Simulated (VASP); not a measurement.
# Hg (Im-3m) in VASP: further runs

Hg is run at these levels: PBEsol; tasks: single point.

Program: VASP 6.6.1. These are calculated values, not measurements. Logs are shortened: lines on timing, memory, paths and dates and some standing lists are left out, and cuts for length are marked.

## (1) The cell of the first run

Symmetry: Im-3m, No. 229, cubic system. Conventional cell: a = 2.891 Å, b = 2.891 Å, c = 2.891 Å, α = 90.00°, β = 90.00°, γ = 90.00°. Within 3.3 Å of Hg (site symmetry m-3m) lie 14 Hg at 2.50 to 2.89 Å.

## (2) Single point, PBEsol (volume scaled by 0.505, to set the pressure)

Contents of INCAR:

```
PREC = Accurate ; ENCUT = 520
EDIFF = 1E-6 ; ISMEAR = -1
SIGMA = 0.05 ; LREAL = False
LASPH = True ; NELM = 60
ALGO = Normal ; ISIF = 2
LWAVE = False ; LCHARG = False
GGA = PS ; NBANDS = 12
```

Contents of KPOINTS:

```
Automatic mesh
0
Gamma
  19 19 19
```

Contents of POSCAR:

```
Hg
1.0
   -1.4454929749      1.4454929749      1.4454929749
    1.4454929749     -1.4454929749      1.4454929749
    1.4454929749      1.4454929749     -1.4454929749
Hg
1
Direct
    0.0000000000      0.0000000000      0.0000000000
```

Potentials or basis: VASP PAW PBE potentials, release 64 (Hg).

On the command line:

```console
> cat potpaw_PBE.64/Hg/POTCAR > POTCAR
> mpirun -np 1 vasp_std > vasp.out
```

OUTCAR:

```text
PREC = Accurate
   ENCUT = 520
   EDIFF = 1E-6
   ISMEAR = -1
   LREAL = False
   LASPH = True
   NELM = 60
   ISIF = 2
   GGA = PS

 ion  position               nearest neighbor table
   1  0.000  0.000  0.000-

  LATTYP: Found a body centered cubic cell.
 ALAT       =     2.8909859498

  Lattice vectors:

 A1 = (  -1.4454929749,   1.4454929749,   1.4454929749)
 A2 = (   1.4454929749,  -1.4454929749,   1.4454929749)
 A3 = (   1.4454929749,   1.4454929749,  -1.4454929749)

Analysis of symmetry for initial positions (statically):
=====================================================================
 Subroutine PRICEL returns:
 Original cell was already a primitive cell.

 Routine SETGRP: Setting up the symmetry group for a
 body centered cubic supercell.

 Subroutine GETGRP returns: Found 48 space group operations
 (whereof 48 operations were pure point group operations)
 out of a pool of 48 trial point group operations.

The static configuration has the point symmetry O_h .

Analysis of symmetry for dynamics (positions and initial velocities):
=====================================================================
 Subroutine PRICEL returns:
 Original cell was already a primitive cell.

 Routine SETGRP: Setting up the symmetry group for a
 body centered cubic supercell.

 Subroutine GETGRP returns: Found 48 space group operations
 (whereof 48 operations were pure point group operations)
 out of a pool of 48 trial point group operations.

The dynamic configuration has the point symmetry O_h .

 Subroutine INISYM returns: Found 48 space group operations
 (whereof 48 operations are pure point group operations),
 and found     1 'primitive' translations

----------------------------------------------------------------------------------------

                                     Primitive cell

  volume of cell :      12.0811

  direct lattice vectors                    reciprocal lattice vectors
    -1.445492975  1.445492975  1.445492975     0.000000000  0.345902753  0.345902753
     1.445492975 -1.445492975  1.445492975     0.345902753  0.000000000  0.345902753
     1.445492975  1.445492975 -1.445492975     0.345902753  0.345902753  0.000000000

  length of vectors
     2.503667275  2.503667275  2.503667275     0.489180365  0.489180365  0.489180365

  position of ions in fractional coordinates (direct lattice)
     0.000000000  0.000000000  0.000000000

  ion indices of the primitive-cell ions
   primitive index   ion index
                 1           1

----------------------------------------------------------------------------------------

 KPOINTS: Automatic mesh

Automatic generation of k-mesh.
 Grid dimensions read from file:
 generate k-points for:   19   19   19

 Generating k-lattice:

  Cartesian coordinates                     Fractional coordinates (reciprocal lattice)
     0.000000000  0.018205408  0.018205408     0.052631579  0.000000000  0.000000000
     0.018205408  0.000000000  0.018205408     0.000000000  0.052631579  0.000000000
     0.018205408  0.018205408  0.000000000     0.000000000  0.000000000  0.052631579

  Length of vectors
     0.025746335  0.025746335  0.025746335

  Shift w.r.t. Gamma in fractional coordinates (k-lattice)
     0.000000000  0.000000000  0.000000000

 Subroutine IBZKPT returns following result:
 ===========================================

 Found    220 irreducible k-points:

 Following reciprocal coordinates:
            Coordinates               Weight
  0.000000  0.000000  0.000000      1.000000
  0.052632  0.000000  0.000000     12.000000
  0.105263  0.000000  0.000000     12.000000
  0.157895  0.000000  0.000000     12.000000
  0.210526  0.000000  0.000000     12.000000
  0.263158  0.000000  0.000000     12.000000
[... 16 lines left out ...]
  0.263158  0.105263 -0.000000     48.000000
  0.315789  0.105263 -0.000000     48.000000
 [... further k-points ...]
   k-points           NKPTS =    220   k-points in BZ     NKDIM =    220   number of bands    NBANDS=     12
   number of dos      NEDOS =    301   number of ions     NIONS =      1
   total plane-waves  NPLWV =   8000
   dimension x,y,z NGX =    20 NGY =   20 NGZ =   20
   dimension x,y,z NGXF=    40 NGYF=   40 NGZF=   40
   ions per type =               1
   NGX,Y,Z   is equivalent  to a cutoff of  13.28, 13.28, 13.28 a.u.
   NGXF,Y,Z  is equivalent  to a cutoff of  26.56, 26.56, 26.56 a.u.
 SYSTEM =  unknown system
   PREC   = accura    normal or accurate (medium, high low for compatibility)
   ISTART =      0    job   : 0-new  1-cont  2-samecut
   ICHARG =      2    charge: 1-file 2-atom 10-const
   ISPIN  =      1    spin polarized calculation?
   LNONCOLLINEAR =      F non collinear calculations
   LSORBIT =      F    spin-orbit coupling
   LASPH  =      T    aspherical Exc in radial PAW
   ENCUT  =  520.0 eV  38.22 Ry    6.18 a.u.   4.66  4.66  4.66*2*pi/ulx,y,z
   NELM   =     60;   NELMIN=  2; NELMDL= -5     # of ELM steps
   EDIFF  = 0.1E-05   stopping-criterion for ELM
   LREAL  =      F    real-space projection
   EDIFFG = 0.1E-04   stopping-criterion for IOM
   NSW    =      0    number of steps for IOM
   IBRION =     -1    ionic relax: 0-MD 1-quasi-New 2-CG
   NFREE  =      0    steps in history (QN), initial steepest desc. (CG)
   ISIF   =      2    stress and relaxation
   ISYM   =      2    0-nonsym 1-usesym 2-fastsym
   POTIM  = 0.5000    time-step for ionic-motion
   TEBEG  =    0.0;   TEEND  =   0.0 temperature during run
   PSTRESS=    0.0 pullay stress
   NELECT =      12.0000    total number of electrons
   NUPDOWN=      -1.0000    fix difference up-down
   EMIN   =  10.00;   EMAX   =-10.00  energy-range for DOS
   EFERMI =   0.00;   METHOD = LEGACY
   ISMEAR =    -1;   SIGMA  =   0.05  broadening in eV -4-tet -1-fermi 0-gaus
   EFERMI_NEDOS =   21; number of points for ismear=-14 and -15
   IALGO  =     38    algorithm
   IMIX   =      4    mixing-type and parameters
     AMIX     =   0.40;   BMIX     =  1.00
     AMIX_MAG =   1.60;   BMIX_MAG =  1.00
  volume/ion in A,a.u.               =      12.08        81.53
  Fermi-wavevector in a.u.,A,eV,Ry     =   1.633425  3.086726 36.301406  2.668078
  Thomas-Fermi vector in A             =   2.725232
   LORBIT       =      0    0 simple, 1 ext, 2 COOP (PROOUT), +10 PAW based schemes
   GGA     = PS    functional components
   LHFCALC =     F    Hartree Fock is set to
   AEXX    =    0.0000 exact exchange contribution
   IVDW    =     0    specifies the selected vdW correction
   LEPSILON=     F    determine dielectric tensor
   LRPA    =     F    only Hartree local field effects (RPA)
 non-spin polarized calculation
  energy-cutoff  :      520.00
  volume of cell :       12.08
 maximum number of plane-waves:       338
   NGX =  9   NGY =  9   NGZ =  9

 number of electron      11.9999998 magnetization

 Free energy of the ion-electron system (eV)
  ---------------------------------------------------
  ext. energy  EPLUGINS =         0.00000000
  ---------------------------------------------------
  free energy    TOTEN  =         3.61716356 eV

  energy without entropy =        3.61977032  energy(sigma->0) =        3.61846694

 E-fermi :  12.5767     XC(G=0): -15.0288

 val. band max:       12.5765127544   @ k =  -0.4211  -0.4211   0.1053
 cond. band min:      12.6122314272   @ k =  -0.4737   0.4737   0.3684
 fundamental gap:      0.0357186729
 Fermi energy:        12.5767204463

 k-point     1 :       0.0000    0.0000    0.0000
  band No.  band energies     occupation
      1      -6.1676      2.00000
      2      -0.3906      2.00000
      3      -0.3906      2.00000
      4      -0.3906      2.00000
      5       2.5657      2.00000
      6       2.5657      2.00000
      7      26.9803      0.00000
      8      26.9803      0.00000
      9      26.9803      0.00000
     10      37.2753      0.00000
     11      37.2753      0.00000
     12      39.3250      0.00000

 k-point     2 :       0.0526    0.0000    0.0000
  band No.  band energies     occupation
      1      -6.0285      2.00000
      2      -0.4423      2.00000
      3      -0.3855      2.00000
      4      -0.2778      2.00000
      5       2.4995      2.00000
      6       2.5700      2.00000
      7      27.0211      0.00000
      8      27.0277      0.00000
      9      27.1654      0.00000
     10      35.8623      0.00000
     11      36.6376      0.00000
     12      38.7943      0.00000

 k-point     3 :       0.1053    0.0000    0.0000
  band No.  band energies     occupation
      1      -5.6252      2.00000
      2      -0.5893      2.00000
      3      -0.3735      2.00000
      4       0.0556      2.00000
      5       2.3357      2.00000
      6       2.5839      2.00000
      7      26.9764      0.00000
      8      27.0725      0.00000
      9      27.7060      0.00000
     10      34.2014      0.00000
     11      34.9968      0.00000
     12      37.4065      0.00000
[... 286 lines left out ...]
 k-point    23 :       0.2632    0.1053   -0.0000
  band No.  band energies     occupation
      1      -3.1203      2.00000
      2      -1.5092      2.00000
      3       0.2622      2.00000
      4       2.0543      2.00000
      5       2.9110      2.00000
      6       3.9980      2.00000
      7      19.5771      0.00000
      8      23.4977      0.00000
      9      26.9409      0.00000
     10      31.4409      0.00000
     11      35.8720      0.00000
     12      36.5420      0.00000

 k-point    24 :       0.3158    0.1053   -0.0000
  band No.  band energies     occupation
      1      -3.1551      2.00000
      2      -1.7148      2.00000
      3       1.1440      2.00000
      4       2.2693      2.00000
      5       3.0732      2.00000
      6       5.2096      2.00000
      7      16.9436      0.00000
      8      22.6007      0.00000
      9      25.7049      0.00000
     10      32.5572      0.00000
     11      36.4423      0.00000
     12      36.5062      0.00000

 [... further k-points ...]

------------------------ aborting loop because EDIFF is reached ----------------------------------------

  FORCE on cell =-STRESS in cart. coord.  units (eV):
  Direction    XX          YY          ZZ          XY          YZ          ZX
  --------------------------------------------------------------------------------------
  -------------------------------------------------------------------------------------
  Total       18.6004867     18.6004867     18.6004867      0.0000000      0.0000000      0.0000000
  in kB     2466.7602610   2466.7602610   2466.7602610      0.0000000      0.0000000      0.0000000
  external PRESSURE =    2466.7602610 kB  Pullay stress =       0.0000000 kB

 VOLUME and BASIS-vectors are now :
 -----------------------------------------------------------------------------
  energy-cutoff  :      520.00
  volume of cell :       12.08
      direct lattice vectors                 reciprocal lattice vectors
    -1.445492975  1.445492975  1.445492975     0.000000000  0.345902753  0.345902753
     1.445492975 -1.445492975  1.445492975     0.345902753  0.000000000  0.345902753
     1.445492975  1.445492975 -1.445492975     0.345902753  0.345902753  0.000000000

 POSITION                                       TOTAL-FORCE (eV/Angst)
 -----------------------------------------------------------------------------------
      0.00000      0.00000      0.00000        -0.000000      0.000000      0.000000
 -----------------------------------------------------------------------------------
    total drift:                                0.000000     -0.000000      0.000000

  FREE ENERGIE OF THE ION-ELECTRON SYSTEM (eV)
  ---------------------------------------------------
  free  energy   TOTEN  =         3.6171635585 eV

  energy  without entropy=        3.6197703166  energy(sigma->0) =        3.61846694
```

Wall time 13 s (1 thread of Intel Xeon 6975P-C (Granite Rapids), shared host); peak memory 0.15 GiB.

Results:

```
Free energy            : 3.6172 eV
Pressure               : 246.7 GPa
Band gap on the k mesh : zero (band 6 reaches 14.57 eV, above the bottom of band 7 at 12.11 eV)
```

Levels at points of the mesh, in eV from the Fermi level:
```csv
k point,band 2,band 3,band 4,band 5,band 6,band 7,band 8,band 9,band 10,band 11
"(0.00, 0.00, 0.00)",-12.97,-12.97,-12.97,-10.01,-10.01,14.40,14.40,14.40,24.70,24.70
```

Caveat: the cell differs from its parent crystal (volume scaled by 0.505, to set the pressure); the PAW data sets were made with another functional, which shifts forces and pressure a little; spin-orbit coupling is left out, which moves the levels of the heavy elements.

## (3) Single point, PBEsol

This run uses another cell than the first one, of 12.11 Å³/atom, 1.003 times its volume.

Contents of INCAR:

```
SYSTEM = Hg
ALGO = Normal ; EDIFF = 1E-6
ENCUT = 520 ; GGA = PS
ISIF = 2 ; ISMEAR = -1
LASPH = .True. ; LCHARG = .True.
LELF = .True. ; LREAL = .False.
LVHAR = .True. ; LWAVE = .False.
NBANDS = 12 ; NELM = 60
PREC = Accurate ; SIGMA = 0.05
```

Contents of KPOINTS:

```
k-points
0
Gamma
  19 19 19
  0 0 0
```

Contents of POSCAR:

```
Hg
1.0
   -1.4468257003      1.4468257003      1.4468257003
    1.4468257003     -1.4468257003      1.4468257003
    1.4468257003      1.4468257003     -1.4468257003
Hg
1
Direct
    0.0000000000      0.0000000000      0.0000000000
```

Potentials or basis: VASP PAW PBE potentials, release 64 (Hg).

On the command line:

```console
> cat potpaw_PBE.64/Hg/POTCAR > POTCAR
> mpirun -np 1 vasp_std > vasp.out
```

It took 11 s on 1 thread of Intel Xeon 6975P-C (Granite Rapids), shared host; peak memory 0.15 GiB.

It converged, with:

* Free energy: 3.5659 eV
* Pressure: 243.7 GPa
* Band gap on the k mesh: zero (band 6 reaches 14.52 eV, above the bottom of band 7 at 12.05 eV)

Levels at points of the mesh, in eV from the Fermi level:
```
           k point  band 3  band 4  band 5  band 6  band 7  band 8  band 9  band 10
(0.00, 0.00, 0.00)  -12.93  -12.93   -9.98   -9.98   14.42   14.42   14.42    24.68
```

Caveat: the PAW data sets were made with another functional, which shifts forces and pressure a little; spin-orbit coupling is left out, which moves the levels of the heavy elements.

## (4) Single point, PBEsol

This run uses another cell than the first one, of 23.92 Å³/atom, 1.980 times its volume.

Contents of INCAR:

```
  PREC = Accurate
  ENCUT = 520
  EDIFF = 1E-6
  ISMEAR = -1
  SIGMA = 0.05
  LREAL = False
  LASPH = True
  NELM = 60
  ALGO = Normal
  ISIF = 2
  LWAVE = False
  LCHARG = False
  GGA = PS
  NBANDS = 12
```

Contents of KPOINTS:

```
regular mesh
0
Gamma
  19 19 19
```

Contents of POSCAR:

```
Hg
1.0
   -1.8151764956      1.8151764956      1.8151764956
    1.8151764956     -1.8151764956      1.8151764956
    1.8151764956      1.8151764956     -1.8151764956
Hg
1
Direct
    0.0000000000      0.0000000000      0.0000000000
```

Potentials or basis: VASP PAW PBE potentials, release 64 (Hg).

On the command line:

```console
> cat potpaw_PBE.64/Hg/POTCAR > POTCAR
> mpirun -np 1 vasp_std > vasp.out
```

OUTCAR:

```text
PREC = Accurate
   ENCUT = 520
   EDIFF = 1E-6
   ISMEAR = -1
   LREAL = False
   LASPH = True
   NELM = 60
   ISIF = 2
   GGA = PS

 ion  position               nearest neighbor table
   1  0.000  0.000  0.000-

  LATTYP: Found a body centered cubic cell.
 ALAT       =     3.6303529912

  Lattice vectors:

 A1 = (  -1.8151764956,   1.8151764956,   1.8151764956)
 A2 = (   1.8151764956,  -1.8151764956,   1.8151764956)
[... 536 lines left out ...]
     10      17.7262      0.00000
     11      19.4715      0.00000
     12      20.9784      0.00000

 [... further k-points ...]

------------------------ aborting loop because EDIFF is reached ----------------------------------------

  FORCE on cell =-STRESS in cart. coord.  units (eV):
  Direction    XX          YY          ZZ          XY          YZ          ZX
  --------------------------------------------------------------------------------------
  -------------------------------------------------------------------------------------
  Total        0.0511475      0.0511475      0.0511475     -0.0000000     -0.0000000      0.0000000
  in kB        3.4254556      3.4254556      3.4254556     -0.0000000     -0.0000000      0.0000000
  external PRESSURE =       3.4254556 kB  Pullay stress =       0.0000000 kB

 VOLUME and BASIS-vectors are now :
 -----------------------------------------------------------------------------
  energy-cutoff  :      520.00
  volume of cell :       23.92
      direct lattice vectors                 reciprocal lattice vectors
    -1.815176496  1.815176496  1.815176496     0.000000000  0.275455308  0.275455308
     1.815176496 -1.815176496  1.815176496     0.275455308  0.000000000  0.275455308
     1.815176496  1.815176496 -1.815176496     0.275455308  0.275455308  0.000000000

 POSITION                                       TOTAL-FORCE (eV/Angst)
 -----------------------------------------------------------------------------------
      0.00000      0.00000      0.00000         0.000000      0.000000      0.000000
 -----------------------------------------------------------------------------------
    total drift:                                0.000000      0.000000      0.000000

  FREE ENERGIE OF THE ION-ELECTRON SYSTEM (eV)
  ---------------------------------------------------
  free  energy   TOTEN  =        -0.5558285519 eV

  energy  without entropy=       -0.5536856945  energy(sigma->0) =       -0.55475712
```

stdout:

```text
POSCAR found type information on POSCAR Hg
 POSCAR found :  1 types and       1 ions
 scaLAPACK will be used
 -----------------------------------------------------------------------------
|                                                                             |
|                                                                             |
|     You enforced a specific xc type in the INCAR file but a different       |
|     I HOPE YOU KNOW WHAT YOU ARE DOING!                                     |
|                                                                             |
 -----------------------------------------------------------------------------

 LDA part: xc-table for (Slater+PW92), standard interpolation
 POSCAR, INCAR and KPOINTS ok, starting setup
 FFT: planning ... GRIDC
 FFT: planning ... GRID_SOFT
 FFT: planning ... GRID
 WAVECAR not read
 entering main loop
```

Wall time 14 s (1 thread of Intel Xeon 6975P-C (Granite Rapids), shared host); peak memory 0.18 GiB.

Results:

```yaml
Free_energy: -0.5558 eV
Pressure: 0.3 GPa
Band_gap_on_the_k_mesh: zero (band 6 reaches 4.98 eV, above the bottom of band 7 at 1.19 eV)
```

Levels at points of the mesh, in eV from the Fermi level:
```
           k point  band 4  band 5  band 6  band 7  band 8  band 9
(0.00, 0.00, 0.00)   -6.93   -6.05   -6.05   15.18   15.18   15.18
```

Caveat: the PAW data sets were made with another functional, which shifts forces and pressure a little; spin-orbit coupling is left out, which moves the levels of the heavy elements.

## (5) Summary

| cell | gap on the mesh (eV) | pressure (GPa) |
| --- | --- | --- |
| a = 2.504 Å, angles 109.5°, 1 atom | none | 246.7 |
| a = 2.506 Å, angles 109.5°, 1 atom | none | 243.7 |
| a = 3.144 Å, angles 109.5°, 1 atom | none | 0.3 |

Alike in all rows: task single point; level PBEsol; potentials or basis VASP PAW PBE potentials, release 64 (Hg); no spin polarisation; k mesh 19 × 19 × 19; cutoff (eV) 520; smearing fermi-dirac 0.05 eV.

Caveats: the PAW data sets were made with another functional, which shifts forces and pressure a little; spin-orbit coupling is left out, which moves the levels of the heavy elements.

Absolute energies hang on the potentials; compare differences alone.
